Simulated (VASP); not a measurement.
# Sr (Fm-3m) in VASP: further runs

Aim: see how the results for Sr move with the level of theory and the settings. Levels: LDA, r2SCAN+rVV10, HSE06. Tasks: single point.

Program: VASP 6.6.1. These are calculated values, not measurements. Logs are shortened: lines on timing, memory, paths and dates and some standing lists are left out, and cuts for length are marked.

**1. The cell of the first run**

The structure is cubic, space group Fm-3m (No. 225). The conventional cell has a = 6.085 Å, b = 6.085 Å, c = 6.085 Å, α = 90.00°, β = 90.00°, γ = 90.00°. Sr (site symmetry m-3m) has 12 Sr at 4.30 Å within 5.6 Å.

**2. Single point, LDA**

Input file INCAR:

```
SYSTEM = Sr
ALGO     = Normal         ! electronic algorithm
EDIFF    = 1E-7           ! SCF threshold, eV
ENCUT    = 520            ! plane-wave cutoff, eV
ISIF     = 2              ! what is computed and relaxed
ISMEAR   = 1              ! smearing method
LASPH    = .TRUE.         ! aspherical terms in the spheres
LCHARG   = .FALSE.        ! write CHGCAR
LREAL    = .FALSE.        ! projectors in reciprocal space
LWAVE    = .FALSE.        ! write WAVECAR
NBANDS   = 11             ! bands
NELM     = 100            ! most SCF steps
PREC     = Accurate       ! precision mode
SIGMA    = 0.05           ! smearing width, eV
```

Input file KPOINTS:

```
k-points
0
G
  6 6 6
  0 0 0
```

Input file POSCAR:

```
Sr
1.0
    0.0000000000      3.0423500000      3.0423500000
    3.0423500000      0.0000000000      3.0423500000
    3.0423500000      3.0423500000      0.0000000000
Sr
1
Direct
    0.0000000000      0.0000000000      0.0000000000
```

Potentials or basis: VASP PAW LDA potentials, release 64 (Sr_sv).

On the command line:

```console
$ cat potpaw_LDA.64/Sr_sv/POTCAR > POTCAR
$ mpirun -np 1 vasp_std > vasp.out
```

OUTCAR:

```text
SYSTEM = Sr
   EDIFF = 1E-7
   ENCUT = 520
   ISIF = 2
   ISMEAR = 1
   LASPH = .TRUE.
   LREAL = .FALSE.
   NELM = 100
   PREC = Accurate

 ion  position               nearest neighbor table
   1  0.000  0.000  0.000-

  LATTYP: Found a face centered cubic cell.
 ALAT       =     6.0847000000

  Lattice vectors:

 A1 = (   0.0000000000,   3.0423500000,   3.0423500000)
 A2 = (   3.0423500000,   0.0000000000,   3.0423500000)
 A3 = (   3.0423500000,   3.0423500000,   0.0000000000)

Analysis of symmetry for initial positions (statically):
=====================================================================
 Subroutine PRICEL returns:
 Original cell was already a primitive cell.

 Routine SETGRP: Setting up the symmetry group for a
 face centered cubic supercell.

 Subroutine GETGRP returns: Found 48 space group operations
 (whereof 48 operations were pure point group operations)
 out of a pool of 48 trial point group operations.

The static configuration has the point symmetry O_h .

Analysis of symmetry for dynamics (positions and initial velocities):
=====================================================================
 Subroutine PRICEL returns:
 Original cell was already a primitive cell.

 Routine SETGRP: Setting up the symmetry group for a
 face centered cubic supercell.

 Subroutine GETGRP returns: Found 48 space group operations
 (whereof 48 operations were pure point group operations)
 out of a pool of 48 trial point group operations.

The dynamic configuration has the point symmetry O_h .

 Subroutine INISYM returns: Found 48 space group operations
 (whereof 48 operations are pure point group operations),
 and found     1 'primitive' translations

----------------------------------------------------------------------------------------

                                     Primitive cell

  volume of cell :      56.3193

  direct lattice vectors                    reciprocal lattice vectors
     0.000000000  3.042350000  3.042350000    -0.164346640  0.164346640  0.164346640
     3.042350000  0.000000000  3.042350000     0.164346640 -0.164346640  0.164346640
     3.042350000  3.042350000  0.000000000     0.164346640  0.164346640 -0.164346640

  length of vectors
     4.302532631  4.302532631  4.302532631     0.284656730  0.284656730  0.284656730

  position of ions in fractional coordinates (direct lattice)
     0.000000000  0.000000000  0.000000000

  ion indices of the primitive-cell ions
   primitive index   ion index
                 1           1

----------------------------------------------------------------------------------------

 KPOINTS: k-points

Automatic generation of k-mesh.
 Grid dimensions read from file:
 generate k-points for:    6    6    6

 Generating k-lattice:

  Cartesian coordinates                     Fractional coordinates (reciprocal lattice)
    -0.027391107  0.027391107  0.027391107     0.166666667  0.000000000  0.000000000
     0.027391107 -0.027391107  0.027391107     0.000000000  0.166666667  0.000000000
     0.027391107  0.027391107 -0.027391107     0.000000000  0.000000000  0.166666667

  Length of vectors
     0.047442788  0.047442788  0.047442788

  Shift w.r.t. Gamma in fractional coordinates (k-lattice)
     0.000000000  0.000000000  0.000000000

 Subroutine IBZKPT returns following result:
 ===========================================

 Found     16 irreducible k-points:

 Following reciprocal coordinates:
            Coordinates               Weight
  0.000000  0.000000  0.000000      1.000000
  0.166667  0.000000  0.000000      8.000000
  0.333333  0.000000  0.000000      8.000000
  0.500000  0.000000  0.000000      4.000000
  0.166667  0.166667  0.000000      6.000000
  0.333333  0.166667  0.000000     24.000000
[... 8 lines left out ...]
 -0.333333  0.333333  0.166667     24.000000
 -0.333333  0.500000  0.166667     12.000000
   k-points           NKPTS =     16   k-points in BZ     NKDIM =     16   number of bands    NBANDS=     11
   number of dos      NEDOS =    301   number of ions     NIONS =      1
   total plane-waves  NPLWV =  32768
   dimension x,y,z NGX =    32 NGY =   32 NGZ =   32
   dimension x,y,z NGXF=    64 NGYF=   64 NGZF=   64
   ions per type =               1
   NGX,Y,Z   is equivalent  to a cutoff of  12.36, 12.36, 12.36 a.u.
   NGXF,Y,Z  is equivalent  to a cutoff of  24.73, 24.73, 24.73 a.u.
 SYSTEM =  Sr
   PREC   = accura    normal or accurate (medium, high low for compatibility)
   ISTART =      0    job   : 0-new  1-cont  2-samecut
   ICHARG =      2    charge: 1-file 2-atom 10-const
   ISPIN  =      1    spin polarized calculation?
   LNONCOLLINEAR =      F non collinear calculations
   LSORBIT =      F    spin-orbit coupling
   LASPH  =      T    aspherical Exc in radial PAW
   ENCUT  =  520.0 eV  38.22 Ry    6.18 a.u.   8.00  8.00  8.00*2*pi/ulx,y,z
   NELM   =    100;   NELMIN=  2; NELMDL= -5     # of ELM steps
   EDIFF  = 0.1E-06   stopping-criterion for ELM
   LREAL  =      F    real-space projection
   EDIFFG = 0.1E-05   stopping-criterion for IOM
   NSW    =      0    number of steps for IOM
   IBRION =     -1    ionic relax: 0-MD 1-quasi-New 2-CG
   NFREE  =      0    steps in history (QN), initial steepest desc. (CG)
   ISIF   =      2    stress and relaxation
   ISYM   =      2    0-nonsym 1-usesym 2-fastsym
   POTIM  = 0.5000    time-step for ionic-motion
   TEBEG  =    0.0;   TEEND  =   0.0 temperature during run
   PSTRESS=    0.0 pullay stress
   NELECT =      10.0000    total number of electrons
   NUPDOWN=      -1.0000    fix difference up-down
   EMIN   =  10.00;   EMAX   =-10.00  energy-range for DOS
   EFERMI =   0.00;   METHOD = LEGACY
   ISMEAR =     1;   SIGMA  =   0.05  broadening in eV -4-tet -1-fermi 0-gaus
   EFERMI_NEDOS =   21; number of points for ismear=-14 and -15
   IALGO  =     38    algorithm
   IMIX   =      4    mixing-type and parameters
     AMIX     =   0.40;   BMIX     =  1.00
     AMIX_MAG =   1.60;   BMIX_MAG =  1.00
  volume/ion in A,a.u.               =      56.32       380.06
  Fermi-wavevector in a.u.,A,eV,Ry     =   0.920144  1.738819 11.519569  0.846664
  Thomas-Fermi vector in A             =   2.045416
   LORBIT       =      0    0 simple, 1 ext, 2 COOP (PROOUT), +10 PAW based schemes
   GGA     = CA    functional components
   LHFCALC =     F    Hartree Fock is set to
   AEXX    =    0.0000 exact exchange contribution
   IVDW    =     0    specifies the selected vdW correction
   LEPSILON=     F    determine dielectric tensor
   LRPA    =     F    only Hartree local field effects (RPA)
 non-spin polarized calculation
 Methfessel and Paxton  Order N= 1 SIGMA  =   0.05
  energy-cutoff  :      520.00
  volume of cell :       56.32
 maximum number of plane-waves:      1527
   NGX = 15   NGY = 15   NGZ = 15

 number of electron      10.0000000 magnetization

 Free energy of the ion-electron system (eV)
  ---------------------------------------------------
  ext. energy  EPLUGINS =         0.00000000
  ---------------------------------------------------
  free energy    TOTEN  =        -1.83120789 eV

  energy without entropy =       -1.83221561  energy(sigma->0) =       -1.83154380

 E-fermi :   1.3389     XC(G=0):  -7.4783

 val. band max:        1.2919070058   @ k =  -0.3333   0.3333   0.1667
 cond. band min:       1.3854500864   @ k =  -0.3333   0.3333   0.1667
 fundamental gap:      0.0935430806
 Fermi energy:         1.3388559527

 k-point     1 :       0.0000    0.0000    0.0000
  band No.  band energies     occupation
      1     -35.1362      2.00000
      2     -17.1248      2.00000
      3     -17.1248      2.00000
      4     -17.1248      2.00000
      5      -2.2830      2.00000
      6       3.5670      0.00000
      7       3.5670      0.00000
      8       3.5670      0.00000
      9       4.9821      0.00000
     10       4.9821      0.00000
     11       8.4457      0.00000

 k-point     2 :       0.1667    0.0000    0.0000
  band No.  band energies     occupation
      1     -35.1330      2.00000
      2     -17.1721      2.00000
      3     -17.1312      2.00000
      4     -17.1312      2.00000
      5      -1.8529      2.00000
      6       3.0158      0.00000
      7       3.7208      0.00000
      8       3.7208      0.00000
      9       4.8236      0.00000
     10       4.8236      0.00000
     11       8.8184      0.00000

 k-point     3 :       0.3333    0.0000    0.0000
  band No.  band energies     occupation
      1     -35.1266      2.00000
      2     -17.2647      2.00000
      3     -17.1441      2.00000
      4     -17.1441      2.00000
      5      -0.7426      2.00000
      6       2.0943     -0.00000
      7       3.5933      0.00000
      8       3.5933      0.00000
      9       5.3305      0.00000
     10       5.3305      0.00000
     11       7.3643      0.00000

 k-point     4 :       0.5000    0.0000    0.0000
  band No.  band energies     occupation
      1     -35.1233      2.00000
      2     -17.3100      2.00000
      3     -17.1504      2.00000
      4     -17.1504      2.00000
      5       0.1855      2.00000
      6       1.4424     -0.01267
      7       3.4246      0.00000
      8       3.4246      0.00000
      9       5.9992      0.00000
     10       5.9992      0.00000
     11       6.6593      0.00000

 k-point     5 :       0.1667    0.1667    0.0000
  band No.  band energies     occupation
      1     -35.1319      2.00000
      2     -17.1706      2.00000
      3     -17.1418      2.00000
      4     -17.1418      2.00000
      5      -1.7106      2.00000
      6       2.8969      0.00000
      7       3.8586      0.00000
      8       3.8586      0.00000
      9       4.1106      0.00000
     10       5.2015      0.00000
     11       9.7742      0.00000
[... 99 lines left out ...]
 k-point    13 :       0.5000    0.5000    0.0000
  band No.  band energies     occupation
      1     -35.1191      2.00000
      2     -17.2993      2.00000
      3     -17.1926      2.00000
      4     -17.1926      2.00000
      5       0.7041      2.00000
      6       1.6568     -0.00000
      7       2.3890      0.00000
      8       6.0037      0.00000
      9       6.2943      0.00000
     10       6.2945      0.00000
     11       6.5393      0.00000

 k-point    14 :       0.5000    0.3333    0.1667
  band No.  band energies     occupation
      1     -35.1223      2.00000
      2     -17.2630      2.00000
      3     -17.2002      2.00000
      4     -17.1665      2.00000
      5       0.1765      2.00000
      6       2.0184     -0.00000
      7       2.4573      0.00000
      8       4.2349      0.00000
      9       4.9898      0.00000
     10       6.2309      0.00000
     11       6.9826      0.00000

 k-point    15 :      -0.3333    0.3333    0.1667
  band No.  band energies     occupation
      1     -35.1201      2.00000
      2     -17.2686      2.00000
      3     -17.2226      2.00000
      4     -17.1770      2.00000
      5       1.2919      2.03516
      6       1.3855     -0.03308
      7       2.2962     -0.00000
      8       3.9207      0.00000
      9       5.3707      0.00000
     10       6.3329      0.00000
     11       6.4624      0.00000

 k-point    16 :      -0.3333    0.5000    0.1667
  band No.  band energies     occupation
      1     -35.1191      2.00000
      2     -17.2729      2.00000
      3     -17.2196      2.00000
      4     -17.1939      2.00000
      5       1.1781      2.00005
      6       1.7918     -0.00000
      7       2.1481     -0.00000
      8       3.9506      0.00000
      9       6.2979      0.00000
     10       6.3999      0.00000
     11       6.5637      0.00000

------------------------ aborting loop because EDIFF is reached ----------------------------------------

  FORCE on cell =-STRESS in cart. coord.  units (eV):
  Direction    XX          YY          ZZ          XY          YZ          ZX
  --------------------------------------------------------------------------------------
  -------------------------------------------------------------------------------------
  Total       -0.5328743     -0.5328743     -0.5328743      0.0000000     -0.0000000     -0.0000000
  in kB      -15.1592530    -15.1592530    -15.1592530      0.0000000     -0.0000000     -0.0000000
  external PRESSURE =     -15.1592530 kB  Pullay stress =       0.0000000 kB

 VOLUME and BASIS-vectors are now :
 -----------------------------------------------------------------------------
  energy-cutoff  :      520.00
  volume of cell :       56.32
      direct lattice vectors                 reciprocal lattice vectors
     0.000000000  3.042350000  3.042350000    -0.164346640  0.164346640  0.164346640
     3.042350000  0.000000000  3.042350000     0.164346640 -0.164346640  0.164346640
     3.042350000  3.042350000  0.000000000     0.164346640  0.164346640 -0.164346640

 POSITION                                       TOTAL-FORCE (eV/Angst)
 -----------------------------------------------------------------------------------
      0.00000      0.00000      0.00000         0.000000      0.000000      0.000000
 -----------------------------------------------------------------------------------
    total drift:                                0.000000      0.000000      0.000000

  FREE ENERGIE OF THE ION-ELECTRON SYSTEM (eV)
  ---------------------------------------------------
  free  energy   TOTEN  =        -1.8312078922 eV

  energy  without entropy=       -1.8322156100  energy(sigma->0) =       -1.83154380
```

It took 13 s on 1 thread of Intel Xeon 8259CL, shared host; peak memory 0.15 GiB.

What came out:

- Free energy: -1.8312 eV
- Pressure: -1.5 GPa

**3. Single point, r2SCAN+rVV10**

POSCAR is that of step 2.

Input file INCAR.step1:

```
  ALGO = Normal
  EDIFF = 1E-4
  ENCUT = 520
  GGA = PE
  ISMEAR = -1
  LASPH = True
  LCHARG = False
  LREAL = False
  LWAVE = True
  NBANDS = 11
  NELM = 60
  PREC = Accurate
  SIGMA = 0.1
```

Input file INCAR.step2:

```
  ALGO = Normal
  BPARAM = 11.95
  CPARAM = 0.0093
  EDIFF = 1E-7
  ENCUT = 520
  ISIF = 2
  ISMEAR = -1
  ISTART = 1
  IVDW_NL = 2
  LASPH = True
  LCHARG = False
  LMIXTAU = True
  LREAL = False
  LUSE_VDW = True
  LWAVE = False
  METAGGA = R2SCAN
  NBANDS = 11
  NELM = 60
  PREC = Accurate
  SIGMA = 0.1
```

Input file KPOINTS:

```
k-points
0
Gamma
  8 8 8
```

Potentials or basis: VASP PAW PBE potentials, release 64 (Sr_sv).

On the command line:

```console
$ cat potpaw_PBE.64/Sr_sv/POTCAR > POTCAR
$ cp INCAR.step1 INCAR
$ mpirun -np 1 vasp_std > vasp.out
$ cp INCAR.step2 INCAR
$ mpirun -np 1 vasp_std > vasp.out
```

Wall time 3 min (1 thread of Intel Xeon 8259CL, shared host); peak memory 0.32 GiB.

It converged, with:

```yaml
Free_energy: -14.8577 eV
Pressure: -0.1 GPa
Band_gap_on_the_k_mesh: zero (bands 5 and 6 overlap by 0.18 eV)
```

Levels at points of the mesh, in eV from the Fermi level:
| k point | band 3 | band 4 | band 5 | band 6 | band 7 | band 8 |
| --- | --- | --- | --- | --- | --- | --- |
| (0.00, 0.00, 0.00) | -19.25 | -19.25 | -3.77 | 2.72 | 2.72 | 2.72 |
| (0.50, 0.00, 0.00) | -19.27 | -19.27 | -1.02 | -0.03 | 2.53 | 2.53 |
| (0.50, 0.50, 0.00) | -19.32 | -19.32 | -0.54 | 0.55 | 1.03 | 5.31 |

Caveat: the PAW data sets were made with another functional, which shifts forces and pressure a little.

**4. Single point, HSE06**

POSCAR is that of step 3.

Input file INCAR.step1:

```
SYSTEM = Sr
ALGO     = Normal         ! electronic algorithm
EDIFF    = 1E-5           ! SCF threshold, eV
ENCUT    = 520            ! plane-wave cutoff, eV
GGA      = PE             ! functional
ISIF     = 2              ! what is computed and relaxed
ISMEAR   = 1              ! smearing method
LASPH    = .TRUE.         ! aspherical terms in the spheres
LCHARG   = .FALSE.        ! write CHGCAR
LREAL    = .FALSE.        ! projectors in reciprocal space
LWAVE    = .TRUE.         ! write WAVECAR
NBANDS   = 11             ! bands
NELM     = 80             ! most SCF steps
PREC     = Accurate       ! precision mode
SIGMA    = 0.1            ! smearing width, eV
```

Input file INCAR.step2:

```
SYSTEM = Sr
ALGO     = Normal         ! electronic algorithm
EDIFF    = 1E-7           ! SCF threshold, eV
ENCUT    = 520            ! plane-wave cutoff, eV
GGA      = PE             ! functional
HFSCREEN = 0.2079         ! screening, 1/A
ISIF     = 2              ! what is computed and relaxed
ISMEAR   = 1              ! smearing method
ISTART   = 1            
LASPH    = .TRUE.         ! aspherical terms in the spheres
LCHARG   = .FALSE.        ! write CHGCAR
LHFCALC  = .TRUE.         ! exact exchange
LREAL    = .FALSE.        ! projectors in reciprocal space
LWAVE    = .FALSE.        ! write WAVECAR
NBANDS   = 11             ! bands
NELM     = 80             ! most SCF steps
PREC     = Accurate       ! precision mode
PRECFOCK = Normal       
SIGMA    = 0.1            ! smearing width, eV
```

Input file KPOINTS:

```
k-points
0
G
  4 4 4
  0 0 0
```

On the command line:

```console
$ cat potpaw_PBE.64/Sr_sv/POTCAR > POTCAR
$ cp INCAR.step1 INCAR
$ mpirun -np 1 vasp_std > vasp.out
$ cp INCAR.step2 INCAR
$ mpirun -np 1 vasp_std > vasp.out
```

Run time: 3.9 min. Hardware: 1 thread of Intel Xeon 8259CL, shared host; peak memory 0.28 GiB.

It converged, with:

```yaml
Free_energy: -1.6755 eV
Pressure: 0.4 GPa
Band_gap_on_the_k_mesh: zero (bands 5 and 6 overlap by 0.30 eV)
```

Levels at points of the mesh, in eV from the Fermi level:
| k point | band 3 | band 4 | band 5 | band 6 | band 7 | band 8 |
| --- | --- | --- | --- | --- | --- | --- |
| (0.00, 0.00, 0.00) | -20.42 | -20.42 | -4.43 | 2.75 | 2.75 | 2.75 |
| (0.50, 0.00, 0.00) | -20.44 | -20.44 | -1.28 | -0.28 | 2.56 | 2.56 |
| (0.50, 0.50, 0.00) | -20.49 | -20.49 | -0.76 | 0.61 | 0.90 | 5.39 |

Caveat: the k points lie up to 0.45 Å⁻¹ apart; the PAW data sets were made with another functional, which shifts forces and pressure a little.

**5. The runs side by side**

```tsv
level	potentials or basis	k mesh	smearing	grid for exact exchange (PRECFOCK)	share of exact exchange	screening parameter	gap on the mesh (eV)	pressure (GPa)
LDA	VASP PAW LDA potentials, release 64 (Sr_sv)	6 × 6 × 6	methfessel-paxton 0.05 eV	-	-	-	-	-1.5
r2SCAN+rVV10	VASP PAW PBE potentials, release 64 (Sr_sv)	8 × 8 × 8	fermi-dirac 0.1 eV	-	-	-	none	-0.1
HSE06	VASP PAW PBE potentials, release 64 (Sr_sv)	4 × 4 × 4	methfessel-paxton 0.1 eV	Normal	0.25	0.2079 1/Å	none	0.4
```

Alike in all rows: task single point; no spin polarisation; cell as given; cutoff (eV) 520.

Caveats: some runs use coarse meshes; the PAW data sets were made with another functional, which shifts forces and pressure a little (at least some runs).

Total energies depend on the potentials used, so only differences within one code and one set of settings carry meaning.

The gap in the log of VASP goes by the Fermi energy; the results here count the filled bands.